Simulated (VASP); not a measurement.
Here is a VASP 6.6.1 calculation.

Contents of INCAR:

```
PREC     = Accurate       # precision mode
ENCUT    = 910            # plane-wave cutoff, eV
EDIFF    = 1E-6           # SCF threshold, eV
ISMEAR   = 0              # smearing method
SIGMA    = 0.1            # smearing width, eV
LREAL    = F              # projectors in reciprocal space
LASPH    = T              # aspherical terms in the spheres
NELM     = 120            # most SCF steps
ALGO     = Normal         # electronic algorithm
ISIF     = 2              # what is computed and relaxed
LWAVE    = F              # write WAVECAR
LCHARG   = F              # write CHGCAR
GGA      = PS             # functional
NBANDS   = 44             # bands
GGA_COMPAT= F
```

File KPOINTS:

```
regular mesh
0
Gamma
  4 4 4
```

The input POSCAR:

```
CO2
1.0
    5.2353884503      0.0000000000      0.0000000000
    0.0000000000      5.2353884503      0.0000000000
    0.0000000000      0.0000000000      5.2353884503
C O
4 8
Direct
    0.0000000000      0.0000000000      0.0000000000
    0.5000000000      0.0000000000      0.5000000000
    0.5000000000      0.5000000000      0.0000000000
    0.0000000000      0.5000000000      0.5000000000
    0.1284144826      0.1284144826      0.1284144826
    0.3715855174      0.8715855174      0.6284144826
    0.6284144826      0.3715855174      0.8715855174
    0.8715855174      0.6284144826      0.3715855174
    0.8715855174      0.8715855174      0.8715855174
    0.6284144826      0.1284144826      0.3715855174
    0.3715855174      0.6284144826      0.1284144826
    0.1284144826      0.3715855174      0.6284144826
```

Potentials or basis: VASP PAW PBE potentials, release 64 (C_h, O_h).

The run is started by

```console
$ cat potpaw_PBE.64/C_h/POTCAR potpaw_PBE.64/O_h/POTCAR > POTCAR
$ mpirun -np 1 vasp_std > vasp.out
```

(1) Predict the band gap on the k mesh.

(2) What does it give for the largest force?

(3) Predict the pressure.

Results:

(1) 6.97 eV.

(2) 0.106 eV/Å.

(3) 3.2 GPa.

Caveat: the cutoff is under 1.25 times the usual one of these potentials, so pressure, stress and relaxed cells hold a basis-set (Pulay) error; the cell stands under pressure; this functional lacks dispersion, which holds the molecules together, so the pressure and a relaxed volume are unreliable; the PAW data sets were made with another functional, which shifts forces and pressure a little.
